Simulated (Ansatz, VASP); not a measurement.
**Hg: VASP beside Ansatz**

```
CELL_PARAMETERS angstrom
0.00000 2.13208 2.13208
2.13208 0.00000 2.13208
2.13208 2.13208 0.00000
ATOMIC_POSITIONS crystal
Hg 0.00000 0.00000 0.00000
```

Alike in both runs: task single point; functional LDA; k mesh 14 × 14 × 14; occupations fermi-dirac, width 0.1 eV; no spin polarisation.

|  | VASP | Ansatz |
| --- | --- | --- |
| version | VASP 6.6.1 | Ansatz 0.2.0 |
| potentials or method | VASP PAW LDA potentials, release 64 (Hg_sv_GW), cutoff 550 eV | plane waves (420 eV) with PAW, scalar-relativistic |
| valence electrons in the cell | 20 | 20 |

```tsv
	VASP	Ansatz	Ansatz less VASP
pressure (GPa)	10.4	10.3	-0.15
```

Ansatz warns that its potentials were made for another functional, while VASP's fit it. LDA's correlation is that of Perdew and Zunger in VASP and of Perdew and Wang (1992) in Ansatz.

Spin-orbit coupling is off throughout.
